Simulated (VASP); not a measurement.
Here is a VASP 6.6.1 calculation.

File INCAR:

```
SYSTEM = Pd
PREC = Accurate ; ENCUT = 520
EDIFF = 1E-6 ; ISMEAR = -1
SIGMA = 0.05 ; LREAL = .FALSE.
LASPH = .TRUE. ; NELM = 150
ALGO = Normal ; ISIF = 2
LWAVE = .FALSE. ; LCHARG = .FALSE.
ISPIN = 2 ; MAGMOM = 0.5 0.5 0.5
LORBIT = 11 ; LMAXMIX = 4
GGA = RP ; NBANDS = 26
```

KPOINTS

```
regular mesh
0
G
  11 11 15
  0 0 0
```

File POSCAR:

```
Pd
1.0
    4.5505460611      0.0000000000      0.0000000000
   -2.2752730306      3.9408884900      0.0000000000
    0.0000000000      0.0000000000      2.6989711876
Pd
3
Direct
    1.0000000000      1.0000000000      0.0000000000
    0.3333333333      0.6666666667      0.5000000000
    0.6666666667      0.3333333333      0.5000000000
```

Potentials or basis: VASP PAW PBE potentials, release 64 (Pd).

Run with:

```sh
$ cat potpaw_PBE.64/Pd/POTCAR > POTCAR
$ mpirun -np 1 vasp_std > vasp.out
```

Question: Estimate the pressure.

Answer: -0.2 GPa.

Question: What does it give for the band gap on the k mesh?

Answer: Zero (filled and empty bands overlap).

Question: What does it give for the net moment?

Answer: 0.01 μB per cell.

Stress tensor (GPa, compression positive):
```
-0.26  0.00  0.00
 0.00 -0.26  0.00
 0.00  0.00 -0.11
```

Caveat: the PAW data sets were made with another functional, which shifts forces and pressure a little.
